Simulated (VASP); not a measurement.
A run of VASP 6.6.1:

Contents of INCAR:

```
PREC     = Accurate       # precision mode
ENCUT    = 520            # plane-wave cutoff, eV
EDIFF    = 1E-7           # SCF threshold, eV
ISMEAR   = 1              # smearing method
SIGMA    = 0.1            # smearing width, eV
LREAL    = False          # projectors in reciprocal space
LASPH    = True           # aspherical terms in the spheres
NELM     = 100            # most SCF steps
ALGO     = Normal         # electronic algorithm
ISIF     = 2              # what is computed and relaxed
LWAVE    = False          # write WAVECAR
LCHARG   = False          # write CHGCAR
GGA      = PE             # functional
NBANDS   = 78             # bands
```

KPOINTS

```
regular mesh
0
Gamma
  15 15 2
```

POSCAR

```
Au
1.0
    2.9402301150      0.0000000000      0.0000000000
   -1.4701150575      2.5463139726      0.0000000000
    0.0000000000      0.0000000000     28.9806796236
Au
12
Direct
    0.0000000000      0.0000000000      0.0000000000
    0.3333333333      0.6666666667      0.0835294789
    0.6666666667      0.3333333333      0.1667214837
    1.0000000000      1.0000000000      0.2500000000
    0.3333333333      0.6666666667      0.3332785163
    0.6666666667      0.3333333333      0.4164705211
    0.3333333333      0.6666666667      0.9164705211
    0.6666666667      0.3333333333      0.8332785163
    1.0000000000      1.0000000000      0.7500000000
    0.3333333333      0.6666666667      0.6667214837
    0.6666666667      0.3333333333      0.5835294789
    1.0000000000      1.0000000000      0.5000000000
```

Potentials or basis: VASP PAW PBE potentials, release 64 (Au).

The run is started by

```console
$ cat potpaw_PBE.64/Au/POTCAR > POTCAR
$ mpirun -np 1 vasp_std > vasp.out
```

Hardware: 1 thread of Intel(R) Xeon(R) Platinum 8175M CPU @ 2.50GHz (Skylake/Cascade Lake), on a shared host.

Task: Estimate the wall time of this run.

Result: It took 29 min on 1 thread of Intel(R) Xeon(R) Platinum 8175M CPU @ 2.50GHz (Skylake/Cascade Lake), on a shared host, peak memory 0.73 GiB. Counts: scf iterations 16, k points 54.
